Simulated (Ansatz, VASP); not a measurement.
**One calculation of C, two programs**

File INCAR:

```
PREC = Accurate
ENCUT = 520
EDIFF = 1E-7
ISMEAR = -1
SIGMA = 0.1
LREAL = False
LASPH = True
NELM = 100
ALGO = Normal
ISIF = 2
LWAVE = False
LCHARG = False
GGA = PS
NBANDS = 11
```

Contents of KPOINTS:

```
Automatic mesh
0
Gamma
  23 23 6
```

Contents of POSCAR:

```
C
1.0
    1.7091012388      0.0000000000      0.0000000000
   -0.8545506194      1.4801250905      0.0000000000
    0.0000000000      0.0000000000      6.7572124683
C
2
Direct
    0.3333333333      0.6666666667      0.2500000000
    0.6666666667      0.3333333333      0.7500000000
```

Input for Ansatz:

```yaml
crystal:
  lattice:
    - [1.7091012388, 0.0, 0.0]
    - [-0.8545506194, 1.4801250905, 0.0]
    - [0.0, 0.0, 6.7572124683]
  atoms:
    - { symbol: C, position: [0.3333333333, 0.6666666667, 0.25] }
    - { symbol: C, position: [0.6666666667, 0.3333333333, 0.75] }
hamiltonian:
  xc: pbesol
  pseudopotentials:
    kind: paw
    azcp:
      C: "pseudopotentials/C.paw.azcp"
basis:
  ecutwfc: 420
  fft_grid_basis: typed
kpoints:
  mp_grid: { grid: [23, 23, 6], shift: [0, 0, 0] }
magnetization:
  spin_polarized: false
scf:
  occupations: { method: fermi_dirac, width: 0.1 }
  lower_state_search: "off"
output:
  stress: true
```

Alike in both runs: task single point; functional PBEsol; k mesh 23 × 23 × 6; occupations fermi-dirac, width 0.1 eV; no spin polarisation.

```csv
,VASP,Ansatz
version,VASP 6.6.1,Ansatz 0.2.0
potentials or method,"VASP PAW PBE potentials, release 64 (C), cutoff 520 eV","plane waves (420 eV) with PAW, scalar-relativistic"
valence electrons in the cell,8,8
```

```tsv
	VASP	Ansatz	Ansatz less VASP
pressure (GPa)	-1.0	-1.1	-0.10
traceless stress, the component that is largest in VASP (GPa)	-0.06	0.09	+0.151
```

VASP's potentials were made for PBE, not for PBEsol, and Ansatz warns of the same on its side. The functional is the same, so the differences come from potentials, cutoffs and numerics.
